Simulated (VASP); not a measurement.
# WS2 in VASP: further runs

The runs below take WS2 through single point, with PBE+D3(BJ).

All numbers are computed with VASP 6.6.1; they aren't measurements. Logs are shortened: lines on timing, memory, paths and dates and some standing lists are left out, and cuts for length are marked.

### 1 The cell of the first run

The cell holds a slab with vacuum, 6 atoms: a = 3.160 Å, b = 3.160 Å, c = 45.207 Å, α = 90.00°, β = 90.00°, γ = 120.00°.

### 2 Single point, PBE+D3(BJ)

INCAR

```
ALGO = Normal ; DIPOL = 0.5 0.5 0.500
EDIFF = 1E-7 ; ENCUT = 520
GGA = PE ; IDIPOL = 3
ISIF = 2 ; ISMEAR = 0
IVDW = 12 ; LASPH = True
LCHARG = False ; LDIPOL = True
LREAL = False ; LWAVE = False
NBANDS = 35 ; NELM = 100
PREC = Accurate ; SIGMA = 0.02
```

KPOINTS

```
k-points
0
Gamma
  12 12 1
```

POSCAR

```
WS2
1.0
    3.1597400268      0.0000000000      0.0000000000
   -1.5798700134      2.7364151325      0.0000000000
    0.0000000000      0.0000000000     45.2072918720
S W
4 2
Direct
    0.3333333333      0.6666666667      0.3913853387
    0.3333333333      0.6666666667      0.4610700724
    0.3333333333      0.6666666667      0.5389299196
    0.3333333333      0.6666666667      0.6086146526
    0.6666666667      0.3333333333      0.4262494570
    0.6666666667      0.3333333333      0.5737505598
```

Potentials or basis: VASP PAW PBE potentials, release 64 (S, W_sv).

Started as:

```bash
$ cat potpaw_PBE.64/S/POTCAR potpaw_PBE.64/W_sv/POTCAR > POTCAR
$ mpirun -np 1 vasp_std > vasp.out
```

OUTCAR:

```text
EDIFF = 1E-7
   ENCUT = 520
   GGA = PE
   ISIF = 2
   ISMEAR = 0
   IVDW = 12
   LASPH = True
   LREAL = False
   NELM = 100
   PREC = Accurate
 IVDW          = 12

 ion  position               nearest neighbor table
   1  0.333  0.667  0.391-   5 2.41   5 2.41   5 2.41
   2  0.333  0.667  0.461-   5 2.41   5 2.41   5 2.41
   3  0.333  0.667  0.539-   6 2.41   6 2.41   6 2.41
   4  0.333  0.667  0.609-   6 2.41   6 2.41   6 2.41
   5  0.667  0.333  0.426-   2 2.41   2 2.41   2 2.41   1 2.41   1 2.41   1 2.41
   6  0.667  0.333  0.574-   3 2.41   3 2.41   3 2.41   4 2.41   4 2.41   4 2.41

  LATTYP: Found a hexagonal cell.
 ALAT       =     3.1597400268
 C/A-ratio  =    14.3072820829

  Lattice vectors:

 A1 = (   3.1597400268,   0.0000000000,   0.0000000000)
 A2 = (  -1.5798700134,   2.7364151325,   0.0000000000)
 A3 = (   0.0000000000,   0.0000000000,  45.2072918720)

Analysis of symmetry for initial positions (statically):
=====================================================================
 Subroutine PRICEL returns:
 Original cell was already a primitive cell.

 Routine SETGRP: Setting up the symmetry group for a
 hexagonal supercell.

 Subroutine GETGRP returns: Found 12 space group operations
 (whereof 12 operations were pure point group operations)
 out of a pool of 24 trial point group operations.

The static configuration has the point symmetry D_3h.

Analysis of symmetry for dynamics (positions and initial velocities):
=====================================================================
 Subroutine PRICEL returns:
 Original cell was already a primitive cell.

 Routine SETGRP: Setting up the symmetry group for a
 hexagonal supercell.

 Subroutine GETGRP returns: Found 12 space group operations
 (whereof 12 operations were pure point group operations)
 out of a pool of 24 trial point group operations.

The dynamic configuration has the point symmetry D_3h.

 Subroutine INISYM returns: Found 12 space group operations
 (whereof 12 operations are pure point group operations),
 and found     1 'primitive' translations

----------------------------------------------------------------------------------------

                                     Primitive cell

  volume of cell :     390.8785

  direct lattice vectors                    reciprocal lattice vectors
     3.159740027  0.000000000  0.000000000     0.316481733  0.182720814  0.000000000
    -1.579870013  2.736415132  0.000000000     0.000000000  0.365441628  0.000000000
     0.000000000  0.000000000 45.207291872     0.000000000  0.000000000  0.022120325

  length of vectors
     3.159740027  3.159740027 45.207291872     0.365441628  0.365441628  0.022120325

  position of ions in fractional coordinates (direct lattice)
     0.333333333  0.666666667  0.391385339
     0.333333333  0.666666667  0.461070072
     0.333333333  0.666666667  0.538929920
     0.333333333  0.666666667  0.608614653
     0.666666667  0.333333333  0.426249457
     0.666666667  0.333333333  0.573750560

  ion indices of the primitive-cell ions
   primitive index   ion index
                 1           1
                 2           2
                 3           3
                 4           4
                 5           5
                 6           6

----------------------------------------------------------------------------------------

 KPOINTS: k-points

Automatic generation of k-mesh.
 Grid dimensions read from file:
 generate k-points for:   12   12    1

 Generating k-lattice:

  Cartesian coordinates                     Fractional coordinates (reciprocal lattice)
     0.026373478  0.015226734  0.000000000     0.083333333  0.000000000  0.000000000
     0.000000000  0.030453469  0.000000000     0.000000000  0.083333333  0.000000000
     0.000000000  0.000000000  0.022120325     0.000000000  0.000000000  1.000000000

  Length of vectors
     0.030453469  0.030453469  0.022120325

  Shift w.r.t. Gamma in fractional coordinates (k-lattice)
     0.000000000  0.000000000  0.000000000

 Subroutine IBZKPT returns following result:
 ===========================================

 Found     19 irreducible k-points:

 Following reciprocal coordinates:
            Coordinates               Weight
  0.000000  0.000000  0.000000      1.000000
  0.083333  0.000000  0.000000      6.000000
  0.166667  0.000000  0.000000      6.000000
  0.250000  0.000000  0.000000      6.000000
  0.333333  0.000000  0.000000      6.000000
  0.416667  0.000000  0.000000      6.000000
[... 11 lines left out ...]
  0.333333  0.250000  0.000000     12.000000
  0.333333  0.333333  0.000000      2.000000
   k-points           NKPTS =     19   k-points in BZ     NKDIM =     19   number of bands    NBANDS=     35
   number of dos      NEDOS =    301   number of ions     NIONS =      6
   total plane-waves  NPLWV = 193536
   dimension x,y,z NGX =    24 NGY =   24 NGZ =  336
   dimension x,y,z NGXF=    48 NGYF=   48 NGZF=  672
   ions per type =               4   2
   NGX,Y,Z   is equivalent  to a cutoff of  12.63, 12.63, 12.36 a.u.
   NGXF,Y,Z  is equivalent  to a cutoff of  25.25, 25.25, 24.71 a.u.
 SYSTEM =  unknown system
   PREC   = accura    normal or accurate (medium, high low for compatibility)
   ISTART =      0    job   : 0-new  1-cont  2-samecut
   ICHARG =      2    charge: 1-file 2-atom 10-const
   ISPIN  =      1    spin polarized calculation?
   LNONCOLLINEAR =      F non collinear calculations
   LSORBIT =      F    spin-orbit coupling
   LASPH  =      T    aspherical Exc in radial PAW
   ENCUT  =  520.0 eV  38.22 Ry    6.18 a.u.   5.88  5.88 84.06*2*pi/ulx,y,z
   NELM   =    100;   NELMIN=  2; NELMDL= -5     # of ELM steps
   EDIFF  = 0.1E-06   stopping-criterion for ELM
   LREAL  =      F    real-space projection
   EDIFFG = 0.1E-05   stopping-criterion for IOM
   NSW    =      0    number of steps for IOM
   IBRION =     -1    ionic relax: 0-MD 1-quasi-New 2-CG
   NFREE  =      0    steps in history (QN), initial steepest desc. (CG)
   ISIF   =      2    stress and relaxation
   ISYM   =      2    0-nonsym 1-usesym 2-fastsym
   POTIM  = 0.5000    time-step for ionic-motion
   TEBEG  =    0.0;   TEEND  =   0.0 temperature during run
   PSTRESS=    0.0 pullay stress
   NELECT =      52.0000    total number of electrons
   NUPDOWN=      -1.0000    fix difference up-down
   EMIN   =  10.00;   EMAX   =-10.00  energy-range for DOS
   EFERMI =   0.00;   METHOD = LEGACY
   ISMEAR =     0;   SIGMA  =   0.02  broadening in eV -4-tet -1-fermi 0-gaus
   EFERMI_NEDOS =   21; number of points for ismear=-14 and -15
   IALGO  =     38    algorithm
   IMIX   =      4    mixing-type and parameters
     AMIX     =   0.40;   BMIX     =  1.00
     AMIX_MAG =   1.60;   BMIX_MAG =  1.00
  volume/ion in A,a.u.               =      65.15       439.63
  Fermi-wavevector in a.u.,A,eV,Ry     =   0.835722  1.579286  9.502742  0.698432
  Thomas-Fermi vector in A             =   1.949328
   LORBIT       =      0    0 simple, 1 ext, 2 COOP (PROOUT), +10 PAW based schemes
   GGA     = PE    functional components
   LHFCALC =     F    Hartree Fock is set to
   AEXX    =    0.0000 exact exchange contribution
   IVDW    =    12    specifies the selected vdW correction
   LEPSILON=     F    determine dielectric tensor
   LRPA    =     F    only Hartree local field effects (RPA)
 non-spin polarized calculation
 Gauss-broadening in eV      SIGMA  =   0.02
  energy-cutoff  :      520.00
  volume of cell :      390.88
 maximum number of plane-waves:     10578
 NGX is ok and might be reduce to    24
   NGX = 11   NGY = 11   NGZ =169

 dipolmoment           0.000000      0.000000      0.000000 electrons x Angstroem

 number of electron      51.9999990 magnetization

 dipolmoment           0.000000      0.000000     -0.000002 electrons x Angstroem

 Free energy of the ion-electron system (eV)
  ---------------------------------------------------
  ext. energy  EPLUGINS =         0.00000000
  ---------------------------------------------------
  free energy    TOTEN  =       -47.28695195 eV

  energy without entropy =      -47.28695195  energy(sigma->0) =      -47.28695195

 E-fermi :  -1.9640     XC(G=0):  -3.2601

 val. band max:       -2.0645658814   @ k =   0.0000   0.0000   0.0000
 cond. band min:      -0.4080972589   @ k =   0.1667   0.1667   0.0000
 fundamental gap:      1.6564686225
 Fermi energy:        -1.9639686370

 k-point     1 :       0.0000    0.0000    0.0000
  band No.  band energies     occupation
      1     -76.2549      2.00000
      2     -76.2549      2.00000
      3     -40.5079      2.00000
      4     -40.5078      2.00000
      5     -40.3327      2.00000
      6     -40.3327      2.00000
[... 27 lines left out ...]
     34       0.8443      0.00000
     35       2.8371      0.00000

 k-point     2 :       0.0833    0.0000    0.0000
  band No.  band energies     occupation
      1     -76.2537      2.00000
      2     -76.2536      2.00000
      3     -40.5035      2.00000
      4     -40.5034      2.00000
      5     -40.3572      2.00000
      6     -40.3572      2.00000
[... 27 lines left out ...]
     34       0.9202      0.00000
     35       3.0931      0.00000

 k-point     3 :       0.1667    0.0000    0.0000
  band No.  band energies     occupation
      1     -76.2503      2.00000
      2     -76.2502      2.00000
      3     -40.4914      2.00000
      4     -40.4914      2.00000
      5     -40.4237      2.00000
      6     -40.4236      2.00000
[... 27 lines left out ...]
     34       1.4168      0.00000
     35       3.5479      0.00000
[... 533 lines left out ...]
 k-point    18 :       0.3333    0.2500    0.0000
  band No.  band energies     occupation
      1     -76.2347      2.00000
      2     -76.2347      2.00000
      3     -40.6272      2.00000
      4     -40.6272      2.00000
      5     -40.5206      2.00000
      6     -40.5206      2.00000
[... 27 lines left out ...]
     34       3.2757      0.00000
     35       3.7848      0.00000

 k-point    19 :       0.3333    0.3333    0.0000
  band No.  band energies     occupation
      1     -76.2341      2.00000
      2     -76.2341      2.00000
      3     -40.5986      2.00000
      4     -40.5985      2.00000
      5     -40.5642      2.00000
      6     -40.5642      2.00000
[... 27 lines left out ...]
     34       3.5313      0.00000
     35       3.9788      0.00000

------------------------ aborting loop because EDIFF is reached ----------------------------------------

 vacuum level on the upper side and lower side of the slab       (xc-potential included)        -0.086        -0.086

 Edisp (eV)   -2.09673

 E8    (eV) :    -0.9119

  FORCE on cell =-STRESS in cart. coord.  units (eV):
  Direction    XX          YY          ZZ          XY          YZ          ZX
  --------------------------------------------------------------------------------------
  -------------------------------------------------------------------------------------
  Total      -0.18889    -0.18889    -0.06137     0.00000     0.00000     0.00000
  in kB      -0.77426    -0.77426    -0.25156     0.00000     0.00000     0.00000
  external pressure =       -0.60 kB  Pullay stress =        0.00 kB

 VOLUME and BASIS-vectors are now :
 -----------------------------------------------------------------------------
  energy-cutoff  :      520.00
  volume of cell :      390.88
      direct lattice vectors                 reciprocal lattice vectors
     3.159740027  0.000000000  0.000000000     0.316481733  0.182720814  0.000000000
    -1.579870013  2.736415132  0.000000000     0.000000000  0.365441628  0.000000000
     0.000000000  0.000000000 45.207291872     0.000000000  0.000000000  0.022120325

 POSITION                                       TOTAL-FORCE (eV/Angst)
 -----------------------------------------------------------------------------------
     -0.00000      1.82428     17.69347         0.000000      0.000000      0.001803
     -0.00000      1.82428     20.84373        -0.000000     -0.000000     -0.000035
     -0.00000      1.82428     24.36356        -0.000000     -0.000000      0.000035
     -0.00000      1.82428     27.51382         0.000000     -0.000000     -0.001803
      1.57987      0.91214     19.26958        -0.000000      0.000000     -0.002161
      1.57987      0.91214     25.93771        -0.000000      0.000000      0.002161
 -----------------------------------------------------------------------------------
    total drift:                               -0.000000      0.000000     -0.001033

  FREE ENERGIE OF THE ION-ELECTRON SYSTEM (eV)
  ---------------------------------------------------
  free  energy   TOTEN  =       -49.3836793374 eV

  energy  without entropy=      -49.3836793374  energy(sigma->0) =      -49.38367934

 vacuum level on the upper side and lower side of the slab         3.345         3.345
```

Run time: 4.4 min. Hardware: 1 thread of Intel Xeon 6975P-C (Granite Rapids), shared host; peak memory 0.58 GiB.

Results:

- Free energy: -49.3837 eV
- Band gap on the k mesh: 1.66 eV (least direct gap 1.90 eV)
- Dispersion energy per atom: -0.349 eV

Forces on the atoms (eV/Å):
```
S    0.000  0.000  0.002
S    0.000  0.000  0.000
S    0.000  0.000  0.000
S    0.000  0.000 -0.002
W    0.000  0.000 -0.002
W    0.000  0.000  0.002
```

Caveat: spin-orbit coupling is left out, which moves the levels of the heavy elements.

### 3 Single point, PBE+D3(BJ)

This run uses another cell than the first one: it holds 12 atoms, not 6.

INCAR

```
PREC = Accurate ; ENCUT = 400
EDIFF = 1E-6 ; ISMEAR = 0
SIGMA = 0.05 ; LREAL = False
LASPH = True ; NELM = 120
ALGO = Normal ; ISIF = 2
LWAVE = False ; LCHARG = True
LDIPOL = True ; IDIPOL = 3
DIPOL = 0.5 0.5 0.403 ; GGA = PE
IVDW = 12 ; LELF = True
LVHAR = True ; LVACPOTAV = True
NBANDS = 64 ; GGA_COMPAT = False
NELMDL = -8
```

KPOINTS

```
Automatic mesh
0
Gamma
  3 3 1
```

POSCAR

```
WS2
1.0
    6.3144062686      0.0000000000      0.0000000000
   -3.1572031343      5.4684362384      0.0000000000
    0.0000000000      0.0000000000     23.7585666289
S W
8 4
Direct
    0.6666666667      0.3333333333      0.3367206500
    0.6666666667      0.8333333333      0.3367206500
    0.1666666667      0.3333333333      0.3367206500
    0.1666666667      0.8333333333      0.3367206500
    0.6664499548      0.3336130713      0.4693787768
    0.6663557782      0.8327730930      0.4693580328
    0.1671439941      0.3335215959      0.4693848881
    0.1666382112      0.8332700900      0.4695341890
    0.3332386371      0.1664529141      0.4030933321
    0.3332105321      0.6667290322      0.4030873893
    0.8333200197      0.1666516899      0.4031504032
    0.8335241477      0.6667548104      0.4030852239
```

Potentials or basis: VASP PAW PBE potentials, release 64 (S, W_sv).

Started as:

```bash
$ cat potpaw_PBE.64/S/POTCAR potpaw_PBE.64/W_sv/POTCAR > POTCAR
$ mpirun -np 1 vasp_std > vasp.out
```

OUTCAR:

```text
PREC = Accurate
   ENCUT = 400
   EDIFF = 1E-6
   ISMEAR = 0
   LREAL = False
   LASPH = True
   NELM = 120
   ISIF = 2
   GGA = PE
   IVDW = 12
   NELMDL = -8
 IVDW          = 12

 ion  position               nearest neighbor table
   1  0.667  0.333  0.337-  12 2.41   9 2.41  11 2.41
   2  0.667  0.833  0.337-  12 2.41  10 2.41  11 2.41
   3  0.167  0.333  0.337-  10 2.41   9 2.41  11 2.41
   4  0.167  0.833  0.337-  12 2.41   9 2.41  10 2.41
   5  0.666  0.334  0.469-  12 2.41   9 2.41  11 2.41
   6  0.666  0.833  0.469-  10 2.41  12 2.41  11 2.41
   7  0.167  0.334  0.469-   9 2.41  10 2.41  11 2.41
   8  0.167  0.833  0.470-  10 2.41  12 2.41   9 2.41
   9  0.333  0.166  0.403-   7 2.41   5 2.41   4 2.41   1 2.41   8 2.41   3 2.41  12 3.16  10 3.16
                            11 3.16  11 3.16  10 3.16  12 3.16
  10  0.333  0.667  0.403-   6 2.41   7 2.41   4 2.41   3 2.41   8 2.41   2 2.41  12 3.16   9 3.16
                            11 3.16  11 3.16   9 3.16  12 3.16
  11  0.833  0.167  0.403-   6 2.41   5 2.41   7 2.41   2 2.41   1 2.41   3 2.41   9 3.16  10 3.16
                            12 3.16  12 3.16  10 3.16   9 3.16
  12  0.834  0.667  0.403-   6 2.41   5 2.41   4 2.41   1 2.41   8 2.41   2 2.41  10 3.16   9 3.16
[... 538 lines left out ...]

  FORCE on cell =-STRESS in cart. coord.  units (eV):
  Direction    XX          YY          ZZ          XY          YZ          ZX
  --------------------------------------------------------------------------------------
  -------------------------------------------------------------------------------------
  Total       0.31069     0.31067     0.11633     0.00001     0.01336     0.00010
  in kB       0.60677     0.60674     0.22719     0.00002     0.02610     0.00019
  external pressure =        0.48 kB  Pullay stress =        0.00 kB

 VOLUME and BASIS-vectors are now :
 -----------------------------------------------------------------------------
  energy-cutoff  :      400.00
  volume of cell :      820.38
      direct lattice vectors                 reciprocal lattice vectors
     6.314406269  0.000000000  0.000000000     0.158368017  0.091433817  0.000000000
    -3.157203134  5.468436238  0.000000000     0.000000000  0.182867635  0.000000000
     0.000000000  0.000000000 23.758566629     0.000000000  0.000000000  0.042090081

 POSITION                                       TOTAL-FORCE (eV/Angst)
 -----------------------------------------------------------------------------------
      3.15720      1.82281      8.00000         0.005316     -0.004359      0.000497
      1.57860      4.55703      8.00000        -0.000903      0.005751     -0.000653
      0.00000      1.82281      8.00000        -0.004903     -0.005596      0.001252
     -1.57860      4.55703      8.00000         0.000437     -0.000061     -0.019244
      3.15495      1.82434     11.15177         0.029412     -0.020111      0.043494
      1.57841      4.55397     11.15127         0.001724      0.037585      0.049872
      0.00242      1.82384     11.15191        -0.031008     -0.015752      0.041276
     -1.57858      4.55668     11.15546        -0.000117      0.002517     -0.002034
      1.57868      0.91024      9.57692        -0.000777      0.017034     -0.025103
     -0.00097      3.64597      9.57678         0.013535     -0.009508     -0.025226
      4.73577      0.91132      9.57828         0.001067      0.001304     -0.039210
      3.15813      3.64611      9.57673        -0.013784     -0.008802     -0.024922
 -----------------------------------------------------------------------------------
    total drift:                                0.000001      0.000044     -0.000087

  FREE ENERGIE OF THE ION-ELECTRON SYSTEM (eV)
  ---------------------------------------------------
  free  energy   TOTEN  =       -98.3694017750 eV

  energy  without entropy=      -98.3694017750  energy(sigma->0) =      -98.36940178

 vacuum level on the upper side and lower side of the slab         3.243         3.243
```

Wall time 4.4 min (1 thread of AMD EPYC 9R45 (Zen 5), shared host); peak memory 0.59 GiB.

What came out:

```yaml
Free_energy: -98.3694 eV
Largest_force: 0.062 eV/Å
Band_gap_on_the_k_mesh: 1.93 eV
Dispersion_energy_per_atom: -0.311 eV
```

Forces on the atoms (eV/Å):
```
S    0.005 -0.004  0.000
S   -0.001  0.006 -0.001
S   -0.005 -0.006  0.001
S    0.000  0.000 -0.019
S    0.029 -0.020  0.043
S    0.002  0.038  0.050
S   -0.031 -0.016  0.041
S    0.000  0.003 -0.002
W   -0.001  0.017 -0.025
W    0.014 -0.010 -0.025
W    0.001  0.001 -0.039
W   -0.014 -0.009 -0.025
```

Caveat: spin-orbit coupling is left out, which moves the levels of the heavy elements.
